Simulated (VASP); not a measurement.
Set up this calculation in VASP 6.6.1, as the native input.

```yaml
Task: single point
Functional: LDA
Potentials_or_basis: VASP PAW LDA potentials, release 64 (Ga_d)
Cutoff: 520 eV
k_mesh: 14 × 14 × 16
Occupations: fermi-dirac, width 0.05 eV
Spin: no spin polarisation
Dipole_correction: no
Further_INCAR_settings: ALGO = Normal; EDIFF = 1e-06; NBANDS = 12
```

The structure of Ga lies in POSCAR:

```
Ga
1.0
   -1.3495050000      1.4163750000      2.2290000000
    1.4163750000     -1.3495050000      2.2290000000
    1.3916250000      1.3916250000     -2.1868800000
Ga
1
Direct
    0.0000000000      0.0000000000      0.0000000000
```

This cell differs from its parent crystal: equal xy, yz and zx shear strains of +3 %.

The input as run:

INCAR

```
PREC = Accurate ; ENCUT = 520
EDIFF = 1E-6 ; ISMEAR = -1
SIGMA = 0.05 ; LREAL = F
LASPH = T ; NELM = 80
ALGO = Normal ; ISIF = 2
LWAVE = F ; LCHARG = T
GGA = CA ; LELF = T
LVHAR = T ; NBANDS = 12
```

KPOINTS

```
regular mesh
0
Gamma
  14 14 16
```

Potentials or basis: VASP PAW LDA potentials, release 64 (Ga_d).

Launch:

```sh
$ cat potpaw_LDA.64/Ga_d/POTCAR > POTCAR
$ mpirun -np 1 vasp_std > vasp.out
```

It gave:

| Quantity | Value |
| --- | --- |
| Pressure | -1.7 GPa |
| Band gap on the k mesh | zero (an odd number of electrons rules out a gap without spin polarisation) |

Caveat: the cell differs from its parent crystal (equal xy, yz and zx shear strains of +3 %).

It took 78 s on 1 thread of AMD EPYC 9R45 96-Core Processor (Zen 5), with other jobs on the host, peak memory 0.24 GiB.
